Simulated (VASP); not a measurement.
# Zn (Im-3m) in VASP: a series of runs

Zn is run at these levels: r2SCAN; tasks: single point.

Program: VASP 6.6.1. These are calculated values, not measurements. Logs are shortened: lines on timing, memory, paths and dates and some standing lists are left out, and cuts for length are marked.

### Step 1. The cell of the first run

It takes space group Im-3m (No. 229, cubic). The conventional cell has a = 3.067 Å, b = 3.067 Å, c = 3.067 Å, α = 90.00°, β = 90.00°, γ = 90.00°. Zn (site symmetry m-3m) has 14 Zn at 2.66 to 3.07 Å within 3.5 Å.

### Step 2. Single point, r2SCAN

Contents of POSCAR:

```
Zn
1.0
   -1.5336721741      1.5336721741      1.5336721741
    1.5336721741     -1.5336721741      1.5336721741
    1.5336721741      1.5336721741     -1.5336721741
Zn
1
Direct
    0.0000000000      0.0000000000      0.0000000000
```

Contents of INCAR.step1:

```
SYSTEM = Zn
ALGO = Normal ; EDIFF = 1E-4
ENCUT = 520 ; GGA = PE
ISMEAR = -1 ; LASPH = .TRUE.
LCHARG = .FALSE. ; LREAL = .FALSE.
LWAVE = .TRUE. ; NBANDS = 12
NELM = 60 ; PREC = Accurate
SIGMA = 0.1
```

Contents of INCAR.step2:

```
SYSTEM = Zn
ALGO = Normal ; EDIFF = 1E-7
ENCUT = 520 ; ISIF = 2
ISMEAR = -1 ; ISTART = 1
LASPH = .TRUE. ; LCHARG = .FALSE.
LMIXTAU = .TRUE. ; LREAL = .FALSE.
LWAVE = .FALSE. ; METAGGA = R2SCAN
NBANDS = 12 ; NELM = 60
PREC = Accurate ; SIGMA = 0.1
```

Contents of KPOINTS:

```
k-points
0
G
  14 14 14
  0 0 0
```

Potentials or basis: VASP PAW PBE potentials, release 64 (Zn).

The run is started by

```sh
cat potpaw_PBE.64/Zn/POTCAR > POTCAR
cp INCAR.step1 INCAR
mpirun -np 1 vasp_std > vasp.out
cp INCAR.step2 INCAR
mpirun -np 1 vasp_std > vasp.out
```

OUTCAR:

```text
SYSTEM = Zn
   EDIFF = 1E-7
   ENCUT = 520
   ISIF = 2
   ISMEAR = -1
   ISTART = 1
   LASPH = .TRUE.
   LREAL = .FALSE.
   METAGGA = R2SCAN
   NELM = 60
   PREC = Accurate

 ion  position               nearest neighbor table
   1  0.000  0.000  0.000-

  LATTYP: Found a body centered cubic cell.
 ALAT       =     3.0673443482

  Lattice vectors:

 A1 = (  -1.5336721741,   1.5336721741,   1.5336721741)
 A2 = (   1.5336721741,  -1.5336721741,   1.5336721741)
 A3 = (   1.5336721741,   1.5336721741,  -1.5336721741)

Analysis of symmetry for initial positions (statically):
=====================================================================
 Subroutine PRICEL returns:
 Original cell was already a primitive cell.

 Routine SETGRP: Setting up the symmetry group for a
 body centered cubic supercell.

 Subroutine GETGRP returns: Found 48 space group operations
 (whereof 48 operations were pure point group operations)
 out of a pool of 48 trial point group operations.

The static configuration has the point symmetry O_h .

Analysis of symmetry for dynamics (positions and initial velocities):
=====================================================================
 Subroutine PRICEL returns:
 Original cell was already a primitive cell.

 Routine SETGRP: Setting up the symmetry group for a
 body centered cubic supercell.

 Subroutine GETGRP returns: Found 48 space group operations
 (whereof 48 operations were pure point group operations)
 out of a pool of 48 trial point group operations.

The dynamic configuration has the point symmetry O_h .

 Subroutine INISYM returns: Found 48 space group operations
 (whereof 48 operations are pure point group operations),
 and found     1 'primitive' translations

----------------------------------------------------------------------------------------

                                     Primitive cell

  volume of cell :      14.4297

  direct lattice vectors                    reciprocal lattice vectors
    -1.533672174  1.533672174  1.533672174     0.000000000  0.326014913  0.326014913
     1.533672174 -1.533672174  1.533672174     0.326014913  0.000000000  0.326014913
     1.533672174  1.533672174 -1.533672174     0.326014913  0.326014913  0.000000000

  length of vectors
     2.656398128  2.656398128  2.656398128     0.461054711  0.461054711  0.461054711

  position of ions in fractional coordinates (direct lattice)
     0.000000000  0.000000000  0.000000000

  ion indices of the primitive-cell ions
   primitive index   ion index
                 1           1

----------------------------------------------------------------------------------------

 KPOINTS: k-points

Automatic generation of k-mesh.
 Grid dimensions read from file:
 generate k-points for:   14   14   14

 Generating k-lattice:

  Cartesian coordinates                     Fractional coordinates (reciprocal lattice)
     0.000000000  0.023286779  0.023286779     0.071428571  0.000000000  0.000000000
     0.023286779  0.000000000  0.023286779     0.000000000  0.071428571  0.000000000
     0.023286779  0.023286779  0.000000000     0.000000000  0.000000000  0.071428571

  Length of vectors
     0.032932479  0.032932479  0.032932479

  Shift w.r.t. Gamma in fractional coordinates (k-lattice)
     0.000000000  0.000000000  0.000000000

 Subroutine IBZKPT returns following result:
 ===========================================

 Found    104 irreducible k-points:

 Following reciprocal coordinates:
            Coordinates               Weight
  0.000000  0.000000  0.000000      1.000000
  0.071429  0.000000  0.000000     12.000000
  0.142857  0.000000  0.000000     12.000000
  0.214286  0.000000  0.000000     12.000000
  0.285714  0.000000  0.000000     12.000000
  0.357143  0.000000  0.000000     12.000000
[... 16 lines left out ...]
  0.285714  0.285714  0.000000     24.000000
  0.357143  0.285714  0.000000     24.000000
 [... further k-points ...]
   k-points           NKPTS =    104   k-points in BZ     NKDIM =    104   number of bands    NBANDS=     12
   number of dos      NEDOS =    301   number of ions     NIONS =      1
   total plane-waves  NPLWV =   8000
   dimension x,y,z NGX =    20 NGY =   20 NGZ =   20
   dimension x,y,z NGXF=    40 NGYF=   40 NGZF=   40
   ions per type =               1
   NGX,Y,Z   is equivalent  to a cutoff of  12.52, 12.52, 12.52 a.u.
   NGXF,Y,Z  is equivalent  to a cutoff of  25.03, 25.03, 25.03 a.u.
 SYSTEM =  Zn
   PREC   = accura    normal or accurate (medium, high low for compatibility)
   ISTART =      1    job   : 0-new  1-cont  2-samecut
   ICHARG =      0    charge: 1-file 2-atom 10-const
   ISPIN  =      1    spin polarized calculation?
   LNONCOLLINEAR =      F non collinear calculations
   LSORBIT =      F    spin-orbit coupling
   LASPH  =      T    aspherical Exc in radial PAW
   ENCUT  =  520.0 eV  38.22 Ry    6.18 a.u.   4.94  4.94  4.94*2*pi/ulx,y,z
   NELM   =     60;   NELMIN=  2; NELMDL=  0     # of ELM steps
   EDIFF  = 0.1E-06   stopping-criterion for ELM
   LREAL  =      F    real-space projection
   EDIFFG = 0.1E-05   stopping-criterion for IOM
   NSW    =      0    number of steps for IOM
   IBRION =     -1    ionic relax: 0-MD 1-quasi-New 2-CG
   NFREE  =      0    steps in history (QN), initial steepest desc. (CG)
   ISIF   =      2    stress and relaxation
   ISYM   =      2    0-nonsym 1-usesym 2-fastsym
   POTIM  = 0.5000    time-step for ionic-motion
   TEBEG  =    0.0;   TEEND  =   0.0 temperature during run
   PSTRESS=    0.0 pullay stress
   NELECT =      12.0000    total number of electrons
   NUPDOWN=      -1.0000    fix difference up-down
   EMIN   =  10.00;   EMAX   =-10.00  energy-range for DOS
   EFERMI =   0.00;   METHOD = LEGACY
   ISMEAR =    -1;   SIGMA  =   0.10  broadening in eV -4-tet -1-fermi 0-gaus
   EFERMI_NEDOS =   21; number of points for ismear=-14 and -15
   IALGO  =     38    algorithm
   IMIX   =      4    mixing-type and parameters
     AMIX     =   0.40;   BMIX     =  1.00
     AMIX_MAG =   1.60;   BMIX_MAG =  1.00
  volume/ion in A,a.u.               =      14.43        97.38
  Fermi-wavevector in a.u.,A,eV,Ry     =   1.539511  2.909253 32.247076  2.370093
  Thomas-Fermi vector in A             =   2.645728
   LORBIT       =      0    0 simple, 1 ext, 2 COOP (PROOUT), +10 PAW based schemes
   METAGGA = R2SCAN    functional components
   LHFCALC =     F    Hartree Fock is set to
   AEXX    =    0.0000 exact exchange contribution
   IVDW    =     0    specifies the selected vdW correction
   LEPSILON=     F    determine dielectric tensor
   LRPA    =     F    only Hartree local field effects (RPA)
 non-spin polarized calculation
  energy-cutoff  :      520.00
  volume of cell :       14.43
 maximum number of plane-waves:       402
   NGX =  9   NGY =  9   NGZ =  9

 number of electron      11.9999993 magnetization

 Free energy of the ion-electron system (eV)
  ---------------------------------------------------
  ext. energy  EPLUGINS =         0.00000000
  ---------------------------------------------------
  free energy    TOTEN  =        -8.80446983 eV

  energy without entropy =       -8.79484503  energy(sigma->0) =       -8.79965743

 E-fermi :   3.6031     XC(G=0): -13.0024

 val. band max:        3.6020645375   @ k =   0.3571   0.1429   0.1429
 cond. band min:       3.6164382497   @ k =  -0.4286   0.5000   0.0714
 fundamental gap:      0.0143737122
 Fermi energy:         3.6031427790

 k-point     1 :       0.0000    0.0000    0.0000
  band No.  band energies     occupation
      1      -7.9436      2.00000
      2      -4.8122      2.00000
      3      -4.8120      2.00000
      4      -4.8120      2.00000
      5      -4.2483      2.00000
      6      -4.2483      2.00000
      7      24.8200      0.00000
      8      24.8200      0.00000
      9      24.8202      0.00000
     10      25.7877      0.00000
     11      25.7878      0.00000
     12      25.7878      0.00000

 k-point     2 :       0.0714    0.0000    0.0000
  band No.  band energies     occupation
      1      -7.7667      2.00000
      2      -4.8297      2.00000
      3      -4.8087      2.00000
      4      -4.7691      2.00000
      5      -4.2648      2.00000
      6      -4.2471      2.00000
      7      22.0145      0.00000
      8      23.4071      0.00000
      9      23.8053      0.00000
     10      24.5954      0.00000
     11      24.8266      0.00000
     12      25.6796      0.00000

 k-point     3 :       0.1429    0.0000    0.0000
  band No.  band energies     occupation
      1      -7.2494      2.00000
      2      -4.8793      2.00000
      3      -4.7953      2.00000
      4      -4.6467      2.00000
      5      -4.3007      2.00000
      6      -4.2436      2.00000
      7      17.9959      0.00000
      8      21.4089      0.00000
      9      22.0059      0.00000
     10      23.1252      0.00000
     11      23.9514      0.00000
     12      26.2292      0.00000
[... 286 lines left out ...]
 k-point    23 :       0.2857    0.2857    0.0000
  band No.  band energies     occupation
      1      -5.2384      2.00000
      2      -4.9649      2.00000
      3      -4.6864      2.00000
      4      -4.2647      2.00000
      5      -4.1455      2.00000
      6       1.3396      2.00000
      7       6.2495      0.00000
      8       6.4441      0.00000
      9      15.7156      0.00000
     10      25.3498      0.00000
     11      26.4475      0.00000
     12      30.5807      0.00000

 k-point    24 :       0.3571    0.2857    0.0000
  band No.  band energies     occupation
      1      -5.2324      2.00000
      2      -4.9285      2.00000
      3      -4.7296      2.00000
      4      -4.2322      2.00000
      5      -4.1631      2.00000
      6       3.2658      1.93370
      7       4.0775      0.01726
      8       6.1799      0.00000
      9      15.5628      0.00000
     10      25.5969      0.00000
     11      27.4582      0.00000
     12      28.8953      0.00000

 [... further k-points ...]
[... 5 lines left out ...]
  --------------------------------------------------------------------------------------
  -------------------------------------------------------------------------------------
  Total        0.0432412      0.0432412      0.0432412      0.0000000      0.0000000     -0.0000000
  in kB        4.8012140      4.8012140      4.8012140      0.0000000      0.0000000     -0.0000000
  external PRESSURE =       4.8012140 kB  Pullay stress =       0.0000000 kB

 VOLUME and BASIS-vectors are now :
 -----------------------------------------------------------------------------
  energy-cutoff  :      520.00
  volume of cell :       14.43
      direct lattice vectors                 reciprocal lattice vectors
    -1.533672174  1.533672174  1.533672174     0.000000000  0.326014913  0.326014913
     1.533672174 -1.533672174  1.533672174     0.326014913  0.000000000  0.326014913
     1.533672174  1.533672174 -1.533672174     0.326014913  0.326014913  0.000000000

 POSITION                                       TOTAL-FORCE (eV/Angst)
 -----------------------------------------------------------------------------------
      0.00000      0.00000      0.00000        -0.000000      0.000000     -0.000000
 -----------------------------------------------------------------------------------
    total drift:                                0.000000     -0.000000      0.000000

  FREE ENERGIE OF THE ION-ELECTRON SYSTEM (eV)
  ---------------------------------------------------
  free  energy   TOTEN  =        -8.8044698311 eV

  energy  without entropy=       -8.7948450307  energy(sigma->0) =       -8.79965743
```

Run time: 41 s. Hardware: 1 thread of Intel Xeon 6975P-C, shared host; peak memory 0.14 GiB.

What came out:

```
Free energy            : -8.8045 eV
Pressure               : 0.5 GPa
Band gap on the k mesh : zero (band 6 reaches 8.06 eV, above the bottom of band 7 at 2.66 eV)
```

Caveat: the PAW data sets were made with another functional, which shifts forces and pressure a little.

(Continued in part 2 of 2.)
